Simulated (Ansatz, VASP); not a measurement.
**AlN: VASP beside Ansatz**

File INCAR:

```
SYSTEM = AlN
  PREC = Accurate
  ENCUT = 520
  EDIFF = 1E-6
  ISMEAR = 0
  SIGMA = 0.05
  LREAL = .FALSE.
  LASPH = .TRUE.
  NELM = 80
  ALGO = Normal
  ISIF = 2
  LWAVE = .FALSE.
  LCHARG = .TRUE.
  LELF = .TRUE.
  LVHAR = .TRUE.
  NBANDS = 16
```

Contents of KPOINTS:

```
Automatic mesh
0
G
  9 9 6
  0 0 0
```

File POSCAR:

```
AlN
1.0
    3.0643371193      0.0000000000      0.0000000000
   -1.5321685597      2.6537937911      0.0000000000
    0.0000000000      0.0000000000      5.1273400000
Al N
2 2
Direct
    0.3333333333      0.6666666667      0.0000000000
    0.6666666667      0.3333333333      0.5000000000
    0.3333333333      0.6666666667      0.3850000000
    0.6666666667      0.3333333333      0.8850000000
```

Input for Ansatz:

```yaml
crystal:
  lattice:
    - [3.0643371193, 0.0, 0.0]
    - [-1.5321685597, 2.6537937911, 0.0]
    - [0.0, 0.0, 5.12734]
  atoms:
    - { symbol: Al, position: [0.3333333333, 0.6666666667, 0.0] }
    - { symbol: Al, position: [0.6666666667, 0.3333333333, 0.5] }
    - { symbol: "N", position: [0.3333333333, 0.6666666667, 0.385] }
    - { symbol: "N", position: [0.6666666667, 0.3333333333, 0.885] }
basis:
  ecutwfc: 420
kpoints:
  mp_grid: { grid: [9, 9, 6] }
hamiltonian:
  xc: lda
scf:
  occupations: { method: gaussian, width: 0.05 }
output:
  forces: true
  stress: true
  eigenvalues: true
```

Change from the starting cell: strain -0.015 along x and y, +0.030 along z, atoms carried along.

Alike in both runs: task single point; functional LDA; k mesh 9 × 9 × 6; occupations gaussian, width 0.05 eV; no spin polarisation.

|  | VASP | Ansatz |
| --- | --- | --- |
| version | VASP 6.6.1 | Ansatz 0.2.0 |
| potentials or method | VASP PAW LDA potentials, release 64 (Al, N), cutoff 520 eV | scalar-relativistic, plane waves, PAW |
| valence electrons in the cell | 16 | 16 |

|  | VASP | Ansatz | Ansatz less VASP |
| --- | --- | --- | --- |
| gap on the k mesh at the Fermi level (eV) | 4.28 | 4.27 | -0.009 |
| least direct gap on the mesh (eV) | 4.28 | 4.27 | -0.009 |
| pressure (GPa) | -2.5 | -3.0 | -0.57 |
| traceless stress, the component that is largest in VASP (GPa) | -12.25 | -11.98 | +0.278 |
| rms of the force components (eV/Å) | 0.333 | 0.321 | -0.0115 |

LDA's correlation is that of Perdew and Zunger in VASP and of Perdew and Wang (1992) in Ansatz. Atom by atom the forces differ by 0.011 eV/Å (rms over components).
